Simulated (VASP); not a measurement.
# C in VASP: notebook

C is run at these levels: LDA; tasks: single point.

All numbers are computed with VASP 6.6.1; they aren't measurements. Logs are shortened: lines on timing, memory, paths and dates and some standing lists are left out, and cuts for length are marked.

### Step 1. The cell of the first run

The cell holds a slab with vacuum, 2 atoms: a = 2.456 Å, b = 2.456 Å, c = 8.524 Å, α = 90.00°, β = 90.00°, γ = 120.00°.

### Step 2. Single point, LDA (atom 1 (C) moved by (-0.200, +0.000) A along [1 1 0] and z)

File INCAR:

```
PREC = Accurate
ENCUT = 520
EDIFF = 1E-7
ISMEAR = 0
SIGMA = 0.15
LREAL = False
LASPH = True
NELM = 60
ALGO = Normal
ISIF = 2
LWAVE = False
LCHARG = False
GGA = CA
NBANDS = 11
```

File KPOINTS:

```
regular mesh
0
Gamma
  24 24 6
```

File POSCAR:

```
C
1.0
    2.4561701622      0.0000000000      0.0000000000
   -1.2280850811      2.1271057565      0.0000000000
    0.0000000000      0.0000000000      8.5238033600
C
2
Direct
    0.2425126655      0.6001813235      0.0000000000
    0.6666666667      0.3333333333      0.0000000000
```

Potentials or basis: VASP PAW LDA potentials, release 64 (C).

Command:

```bash
> cat potpaw_LDA.64/C/POTCAR > POTCAR
> mpirun -np 1 vasp_std > vasp.out
```

OUTCAR:

```text
PREC = Accurate
   ENCUT = 520
   EDIFF = 1E-7
   ISMEAR = 0
   LREAL = False
   LASPH = True
   NELM = 60
   ISIF = 2
   GGA = CA

 ion  position               nearest neighbor table
   1  0.243  0.600  0.000-   2 1.23   2 1.48   2 1.57
   2  0.667  0.333  0.000-   1 1.23   1 1.48   1 1.57

  LATTYP: Found a hexagonal cell.
 ALAT       =     2.4561701622
 C/A-ratio  =     3.4703635323

  Lattice vectors:

 A1 = (   2.4561701622,   0.0000000000,   0.0000000000)
 A2 = (  -1.2280850811,   2.1271057565,   0.0000000000)
 A3 = (   0.0000000000,   0.0000000000,   8.5238033600)

Analysis of symmetry for initial positions (statically):
=====================================================================
 Subroutine PRICEL returns:
 Original cell was already a primitive cell.

 Routine SETGRP: Setting up the symmetry group for a
 hexagonal supercell.

 Subroutine GETGRP returns: Found  4 space group operations
 (whereof  2 operations were pure point group operations)
 out of a pool of 24 trial point group operations.

The static configuration has the point symmetry C_1h.
 The point group associated with its full space group is C_2h.

Analysis of symmetry for dynamics (positions and initial velocities):
=====================================================================
 Subroutine PRICEL returns:
 Original cell was already a primitive cell.

 Routine SETGRP: Setting up the symmetry group for a
 hexagonal supercell.

 Subroutine GETGRP returns: Found  4 space group operations
 (whereof  2 operations were pure point group operations)
 out of a pool of 24 trial point group operations.

The dynamic configuration has the point symmetry C_1h.
 The point group associated with its full space group is C_2h.

 Subroutine INISYM returns: Found  4 space group operations
 (whereof  2 operations are pure point group operations),
 and found     1 'primitive' translations

----------------------------------------------------------------------------------------

                                     Primitive cell

  volume of cell :      44.5329

  direct lattice vectors                    reciprocal lattice vectors
     2.456170162  0.000000000  0.000000000     0.407137916  0.235061185  0.000000000
    -1.228085081  2.127105756  0.000000000     0.000000000  0.470122370  0.000000000
     0.000000000  0.000000000  8.523803360     0.000000000  0.000000000  0.117318521

  length of vectors
     2.456170162  2.456170162  8.523803360     0.470122370  0.470122370  0.117318521

  position of ions in fractional coordinates (direct lattice)
     0.242512666  0.600181324  0.000000000
     0.666666667  0.333333333  0.000000000

  ion indices of the primitive-cell ions
   primitive index   ion index
                 1           1
                 2           2

----------------------------------------------------------------------------------------

 KPOINTS: regular mesh

Automatic generation of k-mesh.
 Grid dimensions read from file:
 generate k-points for:   24   24    6

 Generating k-lattice:

  Cartesian coordinates                     Fractional coordinates (reciprocal lattice)
     0.016964080  0.009794216  0.000000000     0.041666667 -0.000000000  0.000000000
     0.000000000  0.019588432  0.000000000     0.000000000  0.041666667  0.000000000
     0.000000000  0.000000000  0.019553087     0.000000000  0.000000000  0.166666667

  Length of vectors
     0.019588432  0.019588432  0.019553087

  Shift w.r.t. Gamma in fractional coordinates (k-lattice)
     0.000000000  0.000000000  0.000000000

 Subroutine IBZKPT returns following result:
 ===========================================

 Found   1160 irreducible k-points:

 Following reciprocal coordinates:
            Coordinates               Weight
  0.000000  0.000000  0.000000      1.000000
  0.041667  0.000000  0.000000      2.000000
  0.000000  0.041667  0.000000      2.000000
 -0.041667  0.041667  0.000000      2.000000
  0.083333  0.000000  0.000000      2.000000
  0.000000  0.083333  0.000000      2.000000
[... 16 lines left out ...]
  0.333333 -0.000000  0.000000      2.000000
  0.000000  0.333333  0.000000      2.000000
 [... further k-points ...]
   k-points           NKPTS =   1160   k-points in BZ     NKDIM =   1160   number of bands    NBANDS=     11
   number of dos      NEDOS =    301   number of ions     NIONS =      2
   total plane-waves  NPLWV =  20736
   dimension x,y,z NGX =    18 NGY =   18 NGZ =   64
   dimension x,y,z NGXF=    36 NGYF=   36 NGZF=  128
   ions per type =               2
   NGX,Y,Z   is equivalent  to a cutoff of  12.18, 12.18, 12.48 a.u.
   NGXF,Y,Z  is equivalent  to a cutoff of  24.37, 24.37, 24.96 a.u.
 SYSTEM =  unknown system
   PREC   = accura    normal or accurate (medium, high low for compatibility)
   ISTART =      0    job   : 0-new  1-cont  2-samecut
   ICHARG =      2    charge: 1-file 2-atom 10-const
   ISPIN  =      1    spin polarized calculation?
   LNONCOLLINEAR =      F non collinear calculations
   LSORBIT =      F    spin-orbit coupling
   LASPH  =      T    aspherical Exc in radial PAW
   ENCUT  =  520.0 eV  38.22 Ry    6.18 a.u.   4.57  4.57 15.85*2*pi/ulx,y,z
   NELM   =     60;   NELMIN=  2; NELMDL= -5     # of ELM steps
   EDIFF  = 0.1E-06   stopping-criterion for ELM
   LREAL  =      F    real-space projection
   EDIFFG = 0.1E-05   stopping-criterion for IOM
   NSW    =      0    number of steps for IOM
   IBRION =     -1    ionic relax: 0-MD 1-quasi-New 2-CG
   NFREE  =      0    steps in history (QN), initial steepest desc. (CG)
   ISIF   =      2    stress and relaxation
   ISYM   =      2    0-nonsym 1-usesym 2-fastsym
   POTIM  = 0.5000    time-step for ionic-motion
   TEBEG  =    0.0;   TEEND  =   0.0 temperature during run
   PSTRESS=    0.0 pullay stress
   NELECT =       8.0000    total number of electrons
   NUPDOWN=      -1.0000    fix difference up-down
   EMIN   =  10.00;   EMAX   =-10.00  energy-range for DOS
   EFERMI =   0.00;   METHOD = LEGACY
   ISMEAR =     0;   SIGMA  =   0.15  broadening in eV -4-tet -1-fermi 0-gaus
   EFERMI_NEDOS =   21; number of points for ismear=-14 and -15
   IALGO  =     38    algorithm
   IMIX   =      4    mixing-type and parameters
     AMIX     =   0.40;   BMIX     =  1.00
     AMIX_MAG =   1.60;   BMIX_MAG =  1.00
  volume/ion in A,a.u.               =      22.27       150.26
  Fermi-wavevector in a.u.,A,eV,Ry     =   0.923729  1.745594 11.609511  0.853275
  Thomas-Fermi vector in A             =   2.049397
   LORBIT       =      0    0 simple, 1 ext, 2 COOP (PROOUT), +10 PAW based schemes
   GGA     = CA    functional components
   LHFCALC =     F    Hartree Fock is set to
   AEXX    =    0.0000 exact exchange contribution
   IVDW    =     0    specifies the selected vdW correction
   LEPSILON=     F    determine dielectric tensor
   LRPA    =     F    only Hartree local field effects (RPA)
 non-spin polarized calculation
 Gauss-broadening in eV      SIGMA  =   0.15
  energy-cutoff  :      520.00
  volume of cell :       44.53
 maximum number of plane-waves:      1223
   NGX =  9   NGY =  9   NGZ = 31

 number of electron       7.9999998 magnetization

 Free energy of the ion-electron system (eV)
  ---------------------------------------------------
  ext. energy  EPLUGINS =         0.00000000
  ---------------------------------------------------
  free energy    TOTEN  =       -18.95653109 eV

  energy without entropy =      -18.95500215  energy(sigma->0) =      -18.95576662

 E-fermi :  -1.0574     XC(G=0):  -5.0858

 val. band max:       -1.1143311890   @ k =   0.4167   0.1667   0.0000
 cond. band min:      -1.0082936470   @ k =   0.0000   0.0417   0.1667
 fundamental gap:      0.1060375420
 Fermi energy:        -1.0573994276

 k-point     1 :       0.0000    0.0000    0.0000
  band No.  band energies     occupation
      1     -20.3052      2.00000
      2      -8.6923      2.00000
      3      -6.5429      2.00000
      4      -0.7156      0.00127
      5       2.2479      0.00000
      6       3.6667      0.00000
      7       4.5397      0.00000
      8       6.2073      0.00000
      9      10.0504      0.00000
     10      10.9925      0.00000
     11      12.7128      0.00000

 k-point     2 :       0.0417    0.0000    0.0000
  band No.  band energies     occupation
      1     -20.2663      2.00000
      2      -8.6410      2.00000
      3      -6.6432      2.00000
      4      -0.9837      0.48711
      5       2.3030      0.00000
      6       4.0126      0.00000
      7       4.5945      0.00000
      8       6.2618      0.00000
      9      10.0035      0.00000
     10      10.7961      0.00000
     11      12.7777      0.00000

 k-point     3 :       0.0000    0.0417    0.0000
  band No.  band energies     occupation
      1     -20.2643      2.00000
      2      -8.6457      2.00000
      3      -6.6052      2.00000
      4      -1.0083      0.64338
      5       2.2998      0.00000
      6       3.8279      0.00000
      7       4.5928      0.00000
      8       6.2655      0.00000
      9      10.2187      0.00000
     10      10.8705      0.00000
     11      12.7598      0.00000
[... 267 lines left out ...]
 k-point    23 :       0.3333   -0.0000    0.0000
  band No.  band energies     occupation
      1     -17.8951      2.00000
      2     -11.2963      2.00000
      3      -5.4759      2.00000
      4      -5.4558      2.00000
      5       3.3659      0.00000
      6       5.7862      0.00000
      7       7.5643      0.00000
      8       8.0561      0.00000
      9       9.6775      0.00000
     10      13.7376      0.00000
     11      14.4082      0.00000

 k-point    24 :       0.0000    0.3333    0.0000
  band No.  band energies     occupation
      1     -17.7684      2.00000
      2     -10.1855      2.00000
      3      -7.1489      2.00000
      4      -5.9611      2.00000
      5       4.9911      0.00000
      6       5.3945      0.00000
      7       5.9104      0.00000
      8       8.1753      0.00000
      9       9.7312      0.00000
     10      14.6018      0.00000
     11      14.6499      0.00000

 [... further k-points ...]

------------------------ aborting loop because EDIFF is reached ----------------------------------------

  FORCE on cell =-STRESS in cart. coord.  units (eV):
  Direction    XX          YY          ZZ          XY          YZ          ZX
  --------------------------------------------------------------------------------------
  -------------------------------------------------------------------------------------
  Total        5.2862580      0.7076519     -0.0154150      2.8117189      0.0000000      0.0000000
  in kB      190.1857546     25.4594672     -0.5545905    101.1583020      0.0000000      0.0000000
  external PRESSURE =      71.6968771 kB  Pullay stress =       0.0000000 kB

 VOLUME and BASIS-vectors are now :
 -----------------------------------------------------------------------------
  energy-cutoff  :      520.00
  volume of cell :       44.53
      direct lattice vectors                 reciprocal lattice vectors
     2.456170162  0.000000000  0.000000000     0.407137916  0.235061185  0.000000000
    -1.228085081  2.127105756  0.000000000     0.000000000  0.470122370  0.000000000
     0.000000000  0.000000000  8.523803360     0.000000000  0.000000000  0.117318521

 POSITION                                       TOTAL-FORCE (eV/Angst)
 -----------------------------------------------------------------------------------
     -0.14142      1.27665      0.00000        10.411828      7.517641      0.000000
      1.22809      0.70904      0.00000       -10.411828     -7.517641      0.000000
 -----------------------------------------------------------------------------------
    total drift:                                0.000009     -0.000000     -0.000000

  FREE ENERGIE OF THE ION-ELECTRON SYSTEM (eV)
  ---------------------------------------------------
  free  energy   TOTEN  =       -18.9565310936 eV

  energy  without entropy=      -18.9550021532  energy(sigma->0) =      -18.95576662
```

It took 14 min on 1 thread of AMD EPYC 7R43 (Zen 3), shared host; peak memory 0.46 GiB.

What came out:

```
Free energy            : -18.9565 eV
Largest force          : 12.842 eV/Å
Band gap on the k mesh : zero (bands 4 and 5 overlap by 0.70 eV)
```

Forces in eV/Å, atoms in the order of the input:
```
C    10.412   7.518   0.000
C   -10.412  -7.518   0.000
```

Caveat: the cell differs from its parent crystal (atom 1 (C) moved by (-0.200, +0.000) A along [1 1 0] and z).

(Continued in part 2 of 2.)
